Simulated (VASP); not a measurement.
# AlN (P6_3mc) in VASP: a series of runs, part 2 of 2

VASP 6.6.1. Earlier steps stand in the parts before.

## 3. Dielectric tensor, r2SCAN (strain -1.0%)

The input, INCAR:

```
SYSTEM = AlN
  ALGO = Normal
  EDIFF = 1E-8
  ENCUT = 520
  ISIF = 2
  ISMEAR = 0
  LASPH = .True.
  LCALCEPS = .True.
  LCHARG = .False.
  LMIXTAU = .True.
  LREAL = .False.
  LWAVE = .False.
  METAGGA = R2SCAN
  NELM = 80
  PREC = Accurate
  SIGMA = 0.01
```

The input, KPOINTS:

```
k-points
0
Gamma
  9 9 4
  0 0 0
```

The input, POSCAR:

```
AlN
1.0
    3.0756268226      0.0000000000      0.0000000000
   -1.5378134113      2.6635709609      0.0000000000
    0.0000000000      0.0000000000      4.9288056364
Al N
2 2
Direct
    0.3333333333      0.6666666667     -0.0033962569
    0.6666666667      0.3333333333      0.4966037431
    0.3333333333      0.6666666667      0.3783962569
    0.6666666667      0.3333333333      0.8783962569
```

Potentials or basis: VASP PAW PBE potentials, release 64 (Al, N).

Started as:

```sh
$ cat potpaw_PBE.64/Al/POTCAR potpaw_PBE.64/N/POTCAR > POTCAR
$ mpirun -np 1 vasp_std > vasp.out
```

OUTCAR:

```text
SYSTEM = AlN
   EDIFF = 1E-8
   ENCUT = 520
   ISIF = 2
   ISMEAR = 0
   LASPH = .True.
   LREAL = .False.
   METAGGA = R2SCAN
   NELM = 80
   PREC = Accurate

 ion  position               nearest neighbor table
   1  0.333  0.667  0.997-   4 1.87   4 1.87   4 1.87   3 1.88   2 3.04   2 3.04   2 3.04   2 3.04
                             2 3.04   2 3.04
   2  0.667  0.333  0.497-   3 1.87   3 1.87   3 1.87   4 1.88   1 3.04   1 3.04   1 3.04   1 3.04
                             1 3.04   1 3.04
   3  0.333  0.667  0.378-   2 1.87   2 1.87   2 1.87   1 1.88
   4  0.667  0.333  0.878-   1 1.87   1 1.87   1 1.87   2 1.88

  LATTYP: Found a hexagonal cell.
 ALAT       =     3.0756268226
 C/A-ratio  =     1.6025369529

  Lattice vectors:

 A1 = (   3.0756268226,   0.0000000000,   0.0000000000)
 A2 = (  -1.5378134113,   2.6635709609,   0.0000000000)
 A3 = (   0.0000000000,   0.0000000000,   4.9288056364)

Analysis of symmetry for initial positions (statically):
=====================================================================
 Subroutine PRICEL returns:
 Original cell was already a primitive cell.

 Routine SETGRP: Setting up the symmetry group for a
 hexagonal supercell.

 Subroutine GETGRP returns: Found 12 space group operations
 (whereof  6 operations were pure point group operations)
 out of a pool of 24 trial point group operations.

The static configuration has the point symmetry C_3v.
 The point group associated with its full space group is C_6v.

Analysis of symmetry for dynamics (positions and initial velocities):
=====================================================================
 Subroutine PRICEL returns:
 Original cell was already a primitive cell.

 Routine SETGRP: Setting up the symmetry group for a
[... 535 lines left out ...]

 Total electronic dipole moment: p[elc]=(    -0.00000    -0.00000    -0.29842 ) |e| Angst

 MACROSCOPIC STATIC DIELECTRIC TENSOR (including local field effects)
 ------------------------------------------------------
           4.077010    -0.000000     0.000000
           0.000000     4.077010     0.000000
           0.000000    -0.000000     4.267552
 ------------------------------------------------------

 PIEZOELECTRIC TENSOR (including local field effects) (e Angst)
          XX          YY          ZZ          XY          YZ          ZX
  --------------------------------------------------------------------------------
  x     0.00000    -0.00000     0.00000     0.00000    -0.00000     0.81394
  y    -0.00000    -0.00000    -0.00000    -0.00000     0.81394     0.00000
  z     0.61384     0.61384    -0.90634     0.00000     0.00000     0.00000

 PIEZOELECTRIC TENSOR (including local field effects) (C/m^2)
          XX          YY          ZZ          XY          YZ          ZX
  --------------------------------------------------------------------------------
  x     0.00000    -0.00000     0.00000     0.00000    -0.00000     0.32297
  y    -0.00000    -0.00000    -0.00000    -0.00000     0.32297     0.00000
  z     0.24357     0.24357    -0.35963     0.00000     0.00000     0.00000

 BORN EFFECTIVE CHARGES (including local field effects) (in |e|, cummulative output)
 ---------------------------------------------------------------------------------
 ion    1
    1     2.49300     0.00000     0.00000
    2     0.00000     2.49300     0.00000
    3    -0.00000    -0.00000     2.65077
 ion    2
    1     2.49300     0.00000     0.00000
    2     0.00000     2.49300     0.00000
    3     0.00000     0.00000     2.65077
 ion    3
    1    -2.49300     0.00000     0.00000
    2     0.00000    -2.49300    -0.00000
    3     0.00000     0.00000    -2.65077
 ion    4
    1    -2.49300     0.00000    -0.00000
    2     0.00000    -2.49300     0.00000
    3    -0.00000    -0.00000    -2.65077

  FORCE on cell =-STRESS in cart. coord.  units (eV):
  Direction    XX          YY          ZZ          XY          YZ          ZX
  --------------------------------------------------------------------------------------
  -------------------------------------------------------------------------------------
  Total        1.6569114      1.6569114      1.5018952      0.0000000      0.0000000      0.0000000
  in kB       65.7461409     65.7461409     59.5951084      0.0000000      0.0000000      0.0000000
  external PRESSURE =      63.6957967 kB  Pullay stress =       0.0000000 kB

 VOLUME and BASIS-vectors are now :
 -----------------------------------------------------------------------------
  energy-cutoff  :      520.00
  volume of cell :       40.38
      direct lattice vectors                 reciprocal lattice vectors
     3.075626823  0.000000000  0.000000000     0.325136975  0.187717920  0.000000000
    -1.537813411  2.663570961  0.000000000     0.000000000  0.375435840  0.000000000
     0.000000000  0.000000000  4.928805636     0.000000000  0.000000000  0.202888909

 POSITION                                       TOTAL-FORCE (eV/Angst)
 -----------------------------------------------------------------------------------
     -0.00000      1.77571      4.91207        -0.000000      0.000000     -0.001351
      1.53781      0.88786      2.44766        -0.000000      0.000000     -0.001351
     -0.00000      1.77571      1.86504         0.000000     -0.000000      0.001351
      1.53781      0.88786      4.32944         0.000000     -0.000000      0.001351
 -----------------------------------------------------------------------------------
    total drift:                               -0.000000      0.000000     -0.021059

  FREE ENERGIE OF THE ION-ELECTRON SYSTEM (eV)
  ---------------------------------------------------
  free  energy   TOTEN  =       -38.4297579479 eV

  energy  without entropy=      -38.4297579479  energy(sigma->0) =      -38.42975795
```

OSZICAR:

```text
N       E                     dE             d eps       ncg     rms          rms(c)
DAV:   1     0.444314486237E+02    0.44431E+02   -0.79038E+03   864   0.124E+03
DAV:   2    -0.429926616629E+02   -0.87424E+02   -0.79653E+02  1296   0.235E+02
[... 13 lines left out ...]
DMP:   8    -0.384297577187E+02   -0.13580E-06   -0.15715E-06   900   0.349E-06   0.842E-07
DMP:   9    -0.384297578211E+02   -0.10239E-06   -0.99324E-07   900   0.197E-06   0.995E-07
DMP:  10    -0.384297578944E+02   -0.73245E-07   -0.50724E-07   900   0.905E-07   0.700E-07
DMP:  11    -0.384297579299E+02   -0.35496E-07   -0.22966E-07   900   0.438E-07   0.263E-07
DMP:  12    -0.384297579428E+02   -0.12904E-07   -0.11902E-07   900   0.246E-07   0.100E-07
DMP:  13    -0.384297579479E+02   -0.51534E-08   -0.63806E-08   900   0.127E-07   0.623E-08
   1 F= -.38429758E+02 E0= -.38429758E+02  d E =-.246823E-13
```

It took 12 min on 1 thread of Intel Xeon 6975P-C (Granite Rapids), shared host; peak memory 0.42 GiB.

What came out:

```yaml
Band_gap_on_the_k_mesh: 5.20 eV
Electronic_dielectric_tensor_diagonal: 4.08, 4.08, 4.27
Born_charges_mean_of_the_diagonal: Al +2.55; N -2.55 e
```

Levels at points of the mesh, in eV from the valence-band top:
```csv
k point,band 5,band 6,band 7,band 8,band 9,band 10,band 11,band 12
"(0.00, 0.00, 0.00)",-0.90,-0.24,-0.24,0.00,5.20,7.82,11.88,12.27
"(0.00, 0.00, 0.50)",-0.58,-0.58,-0.58,-0.58,7.54,7.54,11.58,11.58
```

Electronic dielectric tensor:
```
4.08 0.00 0.00
0.00 4.08 0.00
0.00 0.00 4.27
```

Born effective charge tensors (e):
atom 1, Al
```
2.49 0.00 0.00
0.00 2.49 0.00
0.00 0.00 2.65
```
atom 2, Al
```
2.49 0.00 0.00
0.00 2.49 0.00
0.00 0.00 2.65
```
atom 3, N
```
-2.49  0.00  0.00
 0.00 -2.49  0.00
 0.00  0.00 -2.65
```
atom 4, N
```
-2.49  0.00  0.00
 0.00 -2.49  0.00
 0.00  0.00 -2.65
```

Dipole moments of the cell (e·Å, modulo the quantum): ionic 0.000, 0.000, 13.621; electronic 0.000, 0.000, -0.298

Caveat: the cell differs from its parent crystal (strain -1.0%); the PAW data sets were made with another functional, which shifts forces and pressure a little.
